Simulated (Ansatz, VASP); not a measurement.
## One calculation of Cd, two programs

File INCAR:

```
SYSTEM = Cd
ALGO = Normal
EDIFF = 1E-6
ENCUT = 520
GGA = PE
ISIF = 2
ISMEAR = -1
LASPH = .TRUE.
LCHARG = .FALSE.
LREAL = .FALSE.
LWAVE = .FALSE.
NBANDS = 32
NELM = 100
PREC = Accurate
SIGMA = 0.1
```

Contents of KPOINTS:

```
k-points
0
G
  15 15 4
  0 0 0
```

POSCAR

```
Cd
1.0
    3.1181535943      0.0000000000      0.0000000000
   -1.5590767971      2.7004002256      0.0000000000
    0.0000000000      0.0000000000      9.9627156060
Cd
4
Direct
    0.0000000000      1.0000000000      0.0000000000
    0.0000000000      0.0000000000      0.5000000000
    0.3333333333      0.6666666667      0.2500000000
    0.6666666667      0.3333333333      0.7500000000
```

Input for Ansatz:

```yaml
crystal:
  lattice:
    - [3.1181535943, 0.0, 0.0]
    - [-1.5590767971, 2.7004002256, 0.0]
    - [0.0, 0.0, 9.962715606]
  atoms:
    - { symbol: Cd, position: [0.0, 1.0, 0.0] }
    - { symbol: Cd, position: [0.0, 0.0, 0.5] }
    - { symbol: Cd, position: [0.3333333333, 0.6666666667, 0.25] }
    - { symbol: Cd, position: [0.6666666667, 0.3333333333, 0.75] }
hamiltonian:
  xc: pbe
  pseudopotentials:
    kind: paw
    azcp:
      Cd: "pseudopotentials/Cd.paw.azcp"
basis:
  ecutwfc: 420
  fft_grid_basis: typed
kpoints:
  mp_grid: { grid: [15, 15, 4], shift: [0, 0, 0] }
magnetization:
  spin_polarized: false
scf:
  occupations: { method: fermi_dirac, width: 0.1 }
output:
  stress: true
```

Alike in both runs: task single point; functional PBE; k mesh 15 × 15 × 4; occupations fermi-dirac, width 0.1 eV; no spin polarisation.

|  | VASP | Ansatz |
| --- | --- | --- |
| version | VASP 6.6.1 | Ansatz 0.2.0 |
| potentials or method | VASP PAW PBE potentials, release 64 (Cd), cutoff 520 eV | plane waves (420 eV) with PAW, scalar-relativistic |
| valence electrons in the cell | 48 | 80 |

Ansatz gave:

- pressure (GPa): 4.3

Task: What did VASP give for the same quantities?

Result: Pressure (GPa): 4.7.

VASP's potentials hold 48 valence electrons a cell and Ansatz's 80, so a difference there can come from the potentials and not from the codes.
